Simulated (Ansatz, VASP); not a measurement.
# One calculation of BN, two programs

```
B N
1.0
    -0.20389    1.74896    1.81239
     1.81239   -0.20389    1.81239
     1.60850    1.54507    0.00000
B N
1 1
Direct
  0.00000 0.00000 0.00000
  0.75000 0.75000 0.75000
```

Change from the starting cell: engineering shear strain xz -0.2250, normal strain along z -0.0350.

Alike in both runs: task single point; functional PBE; k mesh 12 × 12 × 12; occupations gaussian, width 0.05 eV; no spin polarisation.

```csv
,VASP,Ansatz
version,VASP 6.6.1,Ansatz 0.2.0
potentials or method,"VASP PAW PBE potentials, release 64 (B, N), cutoff 520 eV","scalar-relativistic, plane waves, PAW"
valence electrons in the cell,8,8
```

VASP gave:

- gap on the k mesh at the Fermi level (eV): 1.73
- least direct gap on the mesh (eV): 4.43
- pressure (GPa): 41.1
- traceless stress, the component that is largest in VASP (GPa): 120.36
- rms of the force components (eV/Å): 0.542

**Question.** What did Ansatz give for the same quantities?

**Answer.** gap on the k mesh at the Fermi level (eV): 1.74; least direct gap on the mesh (eV): 4.43; pressure (GPa): 40.7; traceless stress, the component that is largest in VASP (GPa): 119.77; rms of the force components (eV/Å): 0.523.

Atom by atom the forces differ by 0.019 eV/Å (rms over components). Both programs put the cell under a high pressure, so it lies far from rest at this level.
